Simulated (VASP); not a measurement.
A run of VASP 6.6.1 is set up as follows.

The input INCAR:

```
SYSTEM = ZnAg2S2
PREC     = Accurate       ! precision mode
ENCUT    = 520            ! plane-wave cutoff, eV
EDIFF    = 1E-6           ! SCF threshold, eV
ISMEAR   = 0              ! smearing method
SIGMA    = 0.1            ! smearing width, eV
LREAL    = .FALSE.        ! projectors in reciprocal space
LASPH    = .TRUE.         ! aspherical terms in the spheres
NELM     = 100            ! most SCF steps
ALGO     = Normal         ! electronic algorithm
ISIF     = 2              ! what is computed and relaxed
LWAVE    = .FALSE.        ! write WAVECAR
LCHARG   = .TRUE.         ! write CHGCAR
GGA      = PE             ! functional
LELF     = .TRUE.         ! ELF
LVHAR    = .TRUE.       
NBANDS   = 57             ! bands
```

File KPOINTS:

```
regular mesh
0
G
  6 6 10
  0 0 0
```

POSCAR

```
ZnAg2S2
1.0
    6.8432049773      0.0000000000      0.0000000000
    0.0000000000      6.8432049773      0.0000000000
    0.0000000000      0.0000000000      4.0390925799
Zn Ag S
2 4 4
Direct
    0.0000000000      0.0000000000      0.0000000000
    0.5000000000      0.5000000000      0.0000000000
    0.6449228017      0.1449228017      0.5000000000
    0.3550771983      0.8550771983      0.5000000000
    0.1449228017      0.3550771983      0.5000000000
    0.8550771983      0.6449228017      0.5000000000
    0.1833209695      0.6833209695      0.0000000000
    0.8166790305      0.3166790305      0.0000000000
    0.6833209695      0.8166790305      0.0000000000
    0.3166790305      0.1833209695      0.0000000000
```

Potentials or basis: VASP PAW PBE potentials, release 64 (Zn, Ag, S).

Command:

```sh
$ cat potpaw_PBE.64/Zn/POTCAR potpaw_PBE.64/Ag/POTCAR potpaw_PBE.64/S/POTCAR > POTCAR
$ mpirun -np 1 vasp_std > vasp.out
```

Task: What does it give for the pressure?

Result: 0.0 GPa.

Task: Predict the largest force.

Result: 0.009 eV/Å.

Stress tensor (GPa, compression positive):
```
 0.02  0.00  0.00
 0.00  0.02  0.00
 0.00  0.00 -0.09
```
